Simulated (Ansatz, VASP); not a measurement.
## PbO in VASP and in Ansatz

INCAR

```
SYSTEM = PbO
ALGO = Normal ; DIPOL = 0.5 0.5 0.500
EDIFF = 1E-7 ; ENCUT = 520
GGA = PE ; IDIPOL = 3
ISIF = 2 ; ISMEAR = 0
IVDW = 12 ; LASPH = .TRUE.
LCHARG = .FALSE. ; LDIPOL = .TRUE.
LREAL = .FALSE. ; LWAVE = .FALSE.
NBANDS = 28 ; NELM = 100
PREC = Accurate ; SIGMA = 0.02
```

File KPOINTS:

```
k-points
0
G
  6 6 1
  0 0 0
```

Contents of POSCAR:

```
PbO
1.0
    3.7980000000      0.0000000000      0.0000000000
    0.0000000000      3.7980000000      0.0000000000
    0.0000000000      0.0000000000     30.7493267952
Pb O
2 2
Direct
    0.5000000000      0.0000000000      0.4607471081
    0.0000000000      0.5000000000      0.5392528919
    0.0000000000      0.0000000000      0.5000000000
    0.5000000000      0.5000000000      0.5000000000
```

Input for Ansatz:

```yaml
crystal:
  lattice:
    - [3.798, 0.0, 0.0]
    - [0.0, 3.798, 0.0]
    - [0.0, 0.0, 30.7493267952]
  atoms:
    - { symbol: Pb, position: [0.5, 0.0, 0.4607471081] }
    - { symbol: O, position: [0.0, 0.0, 0.5] }
    - { symbol: O, position: [0.5, 0.5, 0.5] }
    - { symbol: Pb, position: [0.0, 0.5, 0.5392528919] }
  periodic: [true, true, false]
basis:
  ecutwfc: 420
kpoints:
  mp_grid: { grid: [6, 6, 1] }
hamiltonian:
  xc: pbe
  dispersion: d3bj
scf:
  occupations: { method: gaussian, width: 0.02 }
output:
  forces: true
  stress: true
  eigenvalues: true
```

Alike in both runs: task single point; functional PBE; dispersion D3(BJ); k mesh 6 × 6 × 1; occupations gaussian, width 0.02 eV; no spin polarisation.

|  | VASP | Ansatz |
| --- | --- | --- |
| version | VASP 6.6.1 | Ansatz 0.2.0 |
| potentials or method | VASP PAW PBE potentials, release 64 (Pb_d, O), cutoff 520 eV | scalar-relativistic, plane waves, PAW |
| valence electrons in the cell | 40 | 40 |

Ansatz gave:

```
gap on the k mesh at the Fermi level (eV) : 3.13
least direct gap on the mesh (eV)         : 3.13
rms of the force components (eV/Å)        : 0.627
```

**Question.** What did VASP give for the same quantities?

**Answer.** gap on the k mesh at the Fermi level (eV): 3.12; least direct gap on the mesh (eV): 3.12; rms of the force components (eV/Å): 0.650.

Neither program's run includes spin-orbit coupling.
